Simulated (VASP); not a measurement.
# SiC (F-43m) in VASP: a series of runs

The runs below take SiC through single point, with LDA.

All numbers are computed with VASP 6.6.1; they aren't measurements. Logs are shortened: lines on timing, memory, paths and dates and some standing lists are left out, and cuts for length are marked.

**What was measured.**

From “Insight into the structural, elastic and electronic properties of a new orthorhombic 6O-SiC polytype”, 2020, pmc:7200658, for a bulk crystal of SiC: band gap 2.4 eV (indirect).

The runs below are set against these values where they give the same quantity.

**1. The cell of the first run**

The structure is cubic, space group F-43m (No. 216). Conventional cell: a = 4.317 Å, b = 4.317 Å, c = 4.317 Å, α = 90.00°, β = 90.00°, γ = 90.00°. Within 2.5 Å of Si (site symmetry -43m) lie 4 C at 1.87 Å. C (site symmetry -43m) has 4 Si at 1.87 Å within 2.5 Å.

**2. Single point, LDA**

Input file INCAR:

```
PREC = Accurate
ENCUT = 520
EDIFF = 1E-6
ISMEAR = 0
SIGMA = 0.01
LREAL = False
LASPH = True
NELM = 80
ALGO = Normal
ISIF = 2
LWAVE = False
LCHARG = False
NBANDS = 11
```

Input file KPOINTS:

```
regular mesh
0
Gamma
  10 10 10
```

Input file POSCAR:

```
SiC
1.0
    2.1583776627      2.1583776627      0.0000000000
   -2.1583776627      2.1583776627      0.0000000000
    0.0000000000      2.1583776627      2.1583776627
Si C
1 1
Direct
    0.0000000000      0.0000000000      0.0000000000
    0.7500000000      0.2500000000      0.5000000000
```

Potentials or basis: VASP PAW LDA potentials, release 64 (Si, C).

Command:

```console
cat potpaw_LDA.64/Si/POTCAR potpaw_LDA.64/C/POTCAR > POTCAR
mpirun -np 1 vasp_std > vasp.out
```

OUTCAR:

```text
PREC = Accurate
   ENCUT = 520
   EDIFF = 1E-6
   ISMEAR = 0
   LREAL = False
   LASPH = True
   NELM = 80
   ISIF = 2

 ion  position               nearest neighbor table
   1  0.000  0.000  0.000-   2 1.87   2 1.87   2 1.87   2 1.87
   2  0.750  0.250  0.500-   1 1.87   1 1.87   1 1.87   1 1.87

  LATTYP: Found a face centered cubic cell.
 ALAT       =     4.3167553254

  Lattice vectors:

 A1 = (   0.0000000000,   2.1583776627,   2.1583776627)
 A2 = (   2.1583776627,   0.0000000000,   2.1583776627)
 A3 = (   2.1583776627,   2.1583776627,   0.0000000000)

Analysis of symmetry for initial positions (statically):
=====================================================================
 Subroutine PRICEL returns:
 Original cell was already a primitive cell.

 Routine SETGRP: Setting up the symmetry group for a
 face centered cubic supercell.

 Subroutine GETGRP returns: Found 24 space group operations
 (whereof 24 operations were pure point group operations)
 out of a pool of 48 trial point group operations.

The static configuration has the point symmetry T_d .

Analysis of symmetry for dynamics (positions and initial velocities):
=====================================================================
 Subroutine PRICEL returns:
 Original cell was already a primitive cell.

 Routine SETGRP: Setting up the symmetry group for a
 face centered cubic supercell.

 Subroutine GETGRP returns: Found 24 space group operations
 (whereof 24 operations were pure point group operations)
 out of a pool of 48 trial point group operations.

The dynamic configuration has the point symmetry T_d .

 Subroutine INISYM returns: Found 24 space group operations
 (whereof 24 operations are pure point group operations),
 and found     1 'primitive' translations

----------------------------------------------------------------------------------------

                                     Primitive cell

  volume of cell :      20.1100

  direct lattice vectors                    reciprocal lattice vectors
     2.158377663  2.158377663  0.000000000     0.231655474  0.231655474 -0.231655474
    -2.158377663  2.158377663  0.000000000    -0.231655474  0.231655474 -0.231655474
     0.000000000  2.158377663  2.158377663     0.000000000  0.000000000  0.463310948

  length of vectors
     3.052406963  3.052406963  3.052406963     0.401239050  0.401239050  0.463310948

  position of ions in fractional coordinates (direct lattice)
     0.000000000  0.000000000  0.000000000
     0.750000000  0.250000000  0.500000000

[... 79 lines left out ...]
   NSW    =      0    number of steps for IOM
   IBRION =     -1    ionic relax: 0-MD 1-quasi-New 2-CG
   NFREE  =      0    steps in history (QN), initial steepest desc. (CG)
   ISIF   =      2    stress and relaxation
   ISYM   =      2    0-nonsym 1-usesym 2-fastsym
   POTIM  = 0.5000    time-step for ionic-motion
   TEBEG  =    0.0;   TEEND  =   0.0 temperature during run
   PSTRESS=    0.0 pullay stress
   NELECT =       8.0000    total number of electrons
   NUPDOWN=      -1.0000    fix difference up-down
   EMIN   =  10.00;   EMAX   =-10.00  energy-range for DOS
   EFERMI =   0.00;   METHOD = LEGACY
   ISMEAR =     0;   SIGMA  =   0.01  broadening in eV -4-tet -1-fermi 0-gaus
   EFERMI_NEDOS =   21; number of points for ismear=-14 and -15
   IALGO  =     38    algorithm
   IMIX   =      4    mixing-type and parameters
     AMIX     =   0.40;   BMIX     =  1.00
     AMIX_MAG =   1.60;   BMIX_MAG =  1.00
  volume/ion in A,a.u.               =      10.06        67.85
  Fermi-wavevector in a.u.,A,eV,Ry     =   1.204021  2.275270 19.723911  1.449667
  Thomas-Fermi vector in A             =   2.339758
   LORBIT       =      0    0 simple, 1 ext, 2 COOP (PROOUT), +10 PAW based schemes
   GGA     = CA    functional components
   LHFCALC =     F    Hartree Fock is set to
   AEXX    =    0.0000 exact exchange contribution
   IVDW    =     0    specifies the selected vdW correction
   LEPSILON=     F    determine dielectric tensor
   LRPA    =     F    only Hartree local field effects (RPA)
 non-spin polarized calculation
 Gauss-broadening in eV      SIGMA  =   0.01
  energy-cutoff  :      520.00
  volume of cell :       20.11
 maximum number of plane-waves:       552
   NGX = 11   NGY = 11   NGZ = 11

 number of electron       8.0000000 magnetization

 Free energy of the ion-electron system (eV)
  ---------------------------------------------------
  ext. energy  EPLUGINS =         0.00000000
  ---------------------------------------------------
  free energy    TOTEN  =       -16.64093358 eV

  energy without entropy =      -16.64093358  energy(sigma->0) =      -16.64093358

 E-fermi :   8.4991     XC(G=0): -11.6785

 val. band max:        8.3894035527   @ k =   0.0000   0.0000   0.0000
 cond. band min:       9.6692198525   @ k =   0.5000   0.5000   0.0000
 fundamental gap:      1.2798162997
 Fermi energy:         8.4991292086

 k-point     1 :       0.0000    0.0000    0.0000
  band No.  band energies     occupation
      1      -7.1511      2.00000
      2       8.3894      2.00000
      3       8.3894      2.00000
      4       8.3894      2.00000
      5      15.0185      0.00000
      6      15.7793      0.00000
      7      15.7793      0.00000
      8      15.7793      0.00000
      9      23.0152      0.00000
     10      23.0152      0.00000
     11      25.0065      0.00000
[... 309 lines left out ...]
 k-point    24 :       0.4000    0.3000    0.0000
  band No.  band energies     occupation
      1      -2.2383      2.00000
      2       0.9436      2.00000
      3       3.0332      2.00000
      4       6.0397      2.00000
      5      11.9726      0.00000
      6      17.1651      0.00000
      7      19.3630      0.00000
      8      19.9895      0.00000
      9      21.7840      0.00000
     10      23.9915      0.00000
     11      30.0477      0.00000

 [... further k-points ...]
[... 5 lines left out ...]
  --------------------------------------------------------------------------------------
  -------------------------------------------------------------------------------------
  Total        0.3016226      0.3016226      0.3016226      0.0000000      0.0000000     -0.0000000
  in kB       24.0304670     24.0304670     24.0304670      0.0000000      0.0000000     -0.0000000
  external PRESSURE =      24.0304670 kB  Pullay stress =       0.0000000 kB

 VOLUME and BASIS-vectors are now :
 -----------------------------------------------------------------------------
  energy-cutoff  :      520.00
  volume of cell :       20.11
      direct lattice vectors                 reciprocal lattice vectors
     2.158377663  2.158377663  0.000000000     0.231655474  0.231655474 -0.231655474
    -2.158377663  2.158377663  0.000000000    -0.231655474  0.231655474 -0.231655474
     0.000000000  2.158377663  2.158377663     0.000000000  0.000000000  0.463310948

 POSITION                                       TOTAL-FORCE (eV/Angst)
 -----------------------------------------------------------------------------------
      0.00000      0.00000      0.00000         0.000000     -0.000000     -0.000000
      1.07919      3.23757      1.07919        -0.000000      0.000000      0.000000
 -----------------------------------------------------------------------------------
    total drift:                               -0.000000      0.000000     -0.000000

  FREE ENERGIE OF THE ION-ELECTRON SYSTEM (eV)
  ---------------------------------------------------
  free  energy   TOTEN  =       -16.6409335779 eV

  energy  without entropy=      -16.6409335779  energy(sigma->0) =      -16.64093358
```

OSZICAR:

```text
N       E                     dE             d eps       ncg     rms          rms(c)
DAV:   1     0.179083066514E+01    0.17908E+01   -0.40872E+03  1066   0.624E+02
DAV:   2    -0.181072346360E+02   -0.19898E+02   -0.18682E+02  1302   0.106E+02
DAV:   3    -0.187611293710E+02   -0.65389E+00   -0.65249E+00  1271   0.164E+01
DAV:   4    -0.187639194129E+02   -0.27900E-02   -0.27899E-02  1203   0.137E+00
DAV:   5    -0.187639324952E+02   -0.13082E-04   -0.13082E-04  1279   0.863E-02    0.938E+00
DAV:   6    -0.167388536382E+02    0.20251E+01   -0.72858E+00  1169   0.121E+01    0.416E+00
DAV:   7    -0.166619887467E+02    0.76865E-01   -0.42136E-01  1223   0.373E+00    0.185E+00
DAV:   8    -0.166413622551E+02    0.20626E-01   -0.27417E-02  1181   0.998E-01    0.184E-01
DAV:   9    -0.166409202741E+02    0.44198E-03   -0.20772E-03  1276   0.246E-01    0.988E-02
DAV:  10    -0.166409333268E+02   -0.13053E-04   -0.12775E-04  1163   0.703E-02    0.339E-02
DAV:  11    -0.166409335779E+02   -0.25107E-06   -0.32520E-06  1259   0.113E-02
   1 F= -.16640934E+02 E0= -.16640934E+02  d E =-.871734E-57
```

stdout:

```text
POSCAR found type information on POSCAR SiC
 POSCAR found :  2 types and       2 ions
 scaLAPACK will be used
 LDA part: xc-table for (Slater(with rela. corr.)+CA(PZ))
 , standard interpolation
 POSCAR, INCAR and KPOINTS ok, starting setup
 FFT: planning ... GRIDC
 FFT: planning ... GRID_SOFT
 FFT: planning ... GRID
 WAVECAR not read
 entering main loop
```

It used 5.3 s of CPU time on 1 thread of Intel Xeon 6975P-C, on a shared host.

What came out:

| Item | Value |
| --- | --- |
| Free energy | -16.6409 eV |
| Pressure | 2.4 GPa |
| Band gap on the k mesh | 1.28 eV, indirect (least direct gap 4.53 eV) |

**3. Single point, LDA**

This run uses another cell than the first one, of 9.97 Å³/atom, 0.992 times its volume.

Input file INCAR:

```
ALGO = Normal
EDIFF = 1E-6
ENCUT = 520
GGA = CA
ISIF = 2
ISMEAR = 0
LASPH = True
LCHARG = True
LELF = True
LREAL = False
LVHAR = True
LWAVE = False
NBANDS = 11
NELM = 60
PREC = Accurate
SIGMA = 0.01
```

Input file KPOINTS:

```
k-points
0
Gamma
  10 10 10
```

Input file POSCAR:

```
SiC
1.0
    2.1524131357      2.1524131357      0.0000000000
   -2.1524131357      2.1524131357      0.0000000000
    0.0000000000      2.1524131357      2.1524131357
Si C
1 1
Direct
    0.0000000000      0.0000000000      0.0000000000
    0.7500000000      0.2500000000      0.5000000000
```

Potentials or basis: VASP PAW LDA potentials, release 64 (Si, C).

Command:

```console
cat potpaw_LDA.64/Si/POTCAR potpaw_LDA.64/C/POTCAR > POTCAR
mpirun -np 1 vasp_std > vasp.out
```

It used 5.1 s of CPU time on 1 thread of Intel Xeon 6975P-C, on a shared host.

The run converged. Its results:

| Item | Value |
| --- | --- |
| Free energy | -16.6373 eV |
| Pressure | 4.4 GPa |
| Band gap on the k mesh | 1.27 eV, indirect (least direct gap 4.54 eV) |

Levels at points of the mesh, in eV from the valence-band top:
| k point | band 2 | band 3 | band 4 | band 5 | band 6 | band 7 |
| --- | --- | --- | --- | --- | --- | --- |
| (0.00, 0.00, 0.00) | 0.00 | 0.00 | 0.00 | 6.73 | 7.45 | 7.45 |
| (0.50, 0.00, 0.00) | -8.76 | -1.06 | -1.06 | 5.73 | 7.28 | 7.28 |
| (0.50, 0.50, 0.00) | -7.93 | -3.26 | -3.26 | 1.27 | 4.32 | 14.26 |

A k mesh can miss the band edges. As with any semilocal functional, this LDA gap is likely too small.

**4. Comparison with measurements**

Step 2. Against the measured gap of SiC, 2.4 eV (indirect; quoted in “Insight into the structural, elastic and electronic properties of a new orthorhombic 6O-SiC polytype”, 2020, pmc:7200658), the calculated 1.28 eV is off by -1.12 eV. The value is that of LDA on a finite k mesh, which can miss the band edges, without temperature or zero-point motion. Semilocal functionals fall short of measured gaps as a rule.
